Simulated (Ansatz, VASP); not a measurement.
# KBr: VASP beside Ansatz

File INCAR:

```
SYSTEM = KBr
PREC     = Accurate       ! precision mode
ENCUT    = 500            ! plane-wave cutoff, eV
EDIFF    = 1E-6           ! SCF threshold, eV
ISMEAR   = 0              ! smearing method
SIGMA    = 0.05           ! smearing width, eV
LREAL    = .FALSE.        ! projectors in reciprocal space
LASPH    = .TRUE.         ! aspherical terms in the spheres
NELM     = 120            ! most SCF steps
ALGO     = Normal         ! electronic algorithm
ISIF     = 2              ! what is computed and relaxed
LWAVE    = .FALSE.        ! write WAVECAR
LCHARG   = .FALSE.        ! write CHGCAR
GGA      = PS             ! functional
NBANDS   = 15             ! bands
GGA_COMPAT= .FALSE.
```

Contents of KPOINTS:

```
Automatic mesh
0
G
  8 8 8
  0 0 0
```

File POSCAR:

```
KBr
1.0
    0.0000000000      3.2530356172      3.2530356172
    3.2530356172      0.0000000000      3.2530356172
    3.2530356172      3.2530356172      0.0000000000
K Br
1 1
Direct
    0.0000000000      0.0000000000      0.0000000000
    0.5000000000      0.5000000000      0.5000000000
```

Input for Ansatz:

```yaml
crystal:
  lattice:
    - [0.0, 3.2530356172, 3.2530356172]
    - [3.2530356172, 0.0, 3.2530356172]
    - [3.2530356172, 3.2530356172, 0.0]
  atoms:
    - { symbol: K, position: [0.0, 0.0, 0.0] }
    - { symbol: Br, position: [0.5, 0.5, 0.5] }
basis:
  ecutwfc: 420
  ecutrho_ratio: 4
kpoints:
  mp_grid: { grid: [8, 8, 8] }
hamiltonian:
  xc: pbesol
scf:
  occupations: { method: gaussian, width: 0.05 }
output:
  forces: true
  stress: true
  eigenvalues: true
```

Alike in both runs: task single point; functional PBEsol; k mesh 8 × 8 × 8; occupations gaussian, width 0.05 eV; no spin polarisation.

```csv
,VASP,Ansatz
version,VASP 6.6.1,Ansatz 0.2.0
potentials or method,"VASP PAW PBE potentials, release 64 (K_sv, Br), cutoff 500 eV","scalar-relativistic, plane waves, PAW"
valence electrons in the cell,16,16
```

```csv
,VASP,Ansatz,Ansatz less VASP
gap on the k mesh at the Fermi level (eV),4.39,4.39,+0.003
least direct gap on the mesh (eV),4.39,4.39,+0.003
pressure (GPa),0.4,0.3,-0.06
```

VASP's potentials were made for PBE, not for PBEsol.
